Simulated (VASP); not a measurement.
Write the native input for VASP 6.6.1 that does the following.

```
Task                   : single point
Functional             : r2SCAN
Potentials or basis    : VASP PAW PBE potentials, release 64 (Ru_pv)
Cutoff                 : 520 eV
k mesh                 : 18 × 18 × 10
Occupations            : gaussian, width 0.05 eV
Spin                   : no spin polarisation
Dipole correction      : no
Further INCAR settings : ALGO = Normal; EDIFF = 1e-07; NBANDS = 21
```

Crystal: Ru.

```
Ru
1.0
     2.68014    0.00000    0.00000
    -1.34007    2.32107    0.00000
     0.00000    0.00000    4.23696
Ru
2
Direct
  0.33333 0.66667 0.75000
  0.66667 0.33333 0.25000
```

One way to write it, as run:

POSCAR

```
Ru
1.0
    2.6801379922      0.0000000000      0.0000000000
   -1.3400689961      2.3210675869      0.0000000000
    0.0000000000      0.0000000000      4.2369599511
Ru
2
Direct
    0.3333333333      0.6666666667      0.7500000000
    0.6666666667      0.3333333333      0.2500000000
```

INCAR.step1

```
SYSTEM = Ru
PREC     = Accurate       ! precision mode
ENCUT    = 520            ! plane-wave cutoff, eV
ISMEAR   = 0              ! smearing method
SIGMA    = 0.05           ! smearing width, eV
LREAL    = .False.        ! projectors in reciprocal space
LASPH    = .True.         ! aspherical terms in the spheres
NELM     = 60             ! most SCF steps
NBANDS   = 21             ! bands
GGA      = PE             ! functional
ALGO     = Normal         ! electronic algorithm
EDIFF    = 1E-4           ! SCF threshold, eV
LWAVE    = .True.         ! write WAVECAR
LCHARG   = .False.        ! write CHGCAR
```

INCAR.step2

```
SYSTEM = Ru
PREC     = Accurate       ! precision mode
ENCUT    = 520            ! plane-wave cutoff, eV
EDIFF    = 1E-7           ! SCF threshold, eV
ISMEAR   = 0              ! smearing method
SIGMA    = 0.05           ! smearing width, eV
LREAL    = .False.        ! projectors in reciprocal space
LASPH    = .True.         ! aspherical terms in the spheres
NELM     = 60             ! most SCF steps
ALGO     = Normal         ! electronic algorithm
ISIF     = 2              ! what is computed and relaxed
LWAVE    = .False.        ! write WAVECAR
LCHARG   = .False.        ! write CHGCAR
METAGGA  = R2SCAN         ! meta-GGA
LMIXTAU  = .True.       
NBANDS   = 21             ! bands
ISTART   = 1
```

KPOINTS

```
regular mesh
0
Gamma
  18 18 10
  0 0 0
```

Potentials or basis: VASP PAW PBE potentials, release 64 (Ru_pv).

Run with:

```bash
$ cat potpaw_PBE.64/Ru_pv/POTCAR > POTCAR
$ cp INCAR.step1 INCAR
$ mpirun -np 1 vasp_std > vasp.out
$ cp INCAR.step2 INCAR
$ mpirun -np 1 vasp_std > vasp.out
```

It gave:

The pressure is 10.0 GPa. The band gap on the k mesh is zero (bands 14 and 15 overlap by 3.41 eV).

Caveat: the cell stands under pressure; the PAW data sets were made with another functional, which shifts forces and pressure a little.

Wall time 2.5 min on 1 thread of Intel(R) Xeon(R) 6975P-C (Granite Rapids) (shared host), peak memory 0.22 GiB.
